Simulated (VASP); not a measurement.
A run of VASP 6.6.1 is set up as follows.

File INCAR:

```
PREC = Accurate
ENCUT = 520
EDIFF = 1E-6
ISMEAR = 0
SIGMA = 0.1
LREAL = False
LASPH = True
NELM = 150
ALGO = Normal
ISIF = 2
LWAVE = False
LCHARG = False
ISPIN = 2
MAGMOM = 0 0 0 0 1
LORBIT = 11
LMAXMIX = 4
GGA = PE
NBANDS = 30
```

File KPOINTS:

```
Automatic mesh
0
Gamma
  6 6 2
```

Contents of POSCAR:

```
Y2Si2F
1.0
    3.7796459200      0.0000000000      0.0000000000
   -1.8898229600      3.2732693900      0.0000000000
    0.0000000000      0.0000000000      7.9654760900
Y Si F
2 2 1
Direct
    0.0000000000      0.0000000000      0.7693205500
    0.0000000000      0.0000000000      0.2306794500
    0.3333333300      0.6666666700      0.5000000000
    0.6666666700      0.3333333300      0.5000000000
    0.0000000000      0.0000000000      0.0000000000
```

Potentials or basis: VASP PAW PBE potentials, release 64 (Y_sv, Si, F).

Launch:

```console
$ cat potpaw_PBE.64/Y_sv/POTCAR potpaw_PBE.64/Si/POTCAR potpaw_PBE.64/F/POTCAR > POTCAR
$ mpirun -np 1 vasp_std > vasp.out
```

Task: What does it give for the largest force?

Result: 8.162 eV/Å.

Task: Predict the net moment.

Result: 0.00 μB per cell.

Task: Estimate the pressure.

Result: 22.0 GPa.

Stress tensor (GPa, compression positive):
```
12.02  0.00  0.00
 0.00 12.02  0.00
 0.00  0.00 42.04
```

Caveat: the k points lie up to 0.39 Å⁻¹ apart; forces of over 1 eV/Å act on the atoms, so gaps and moduli don't describe the material at rest.
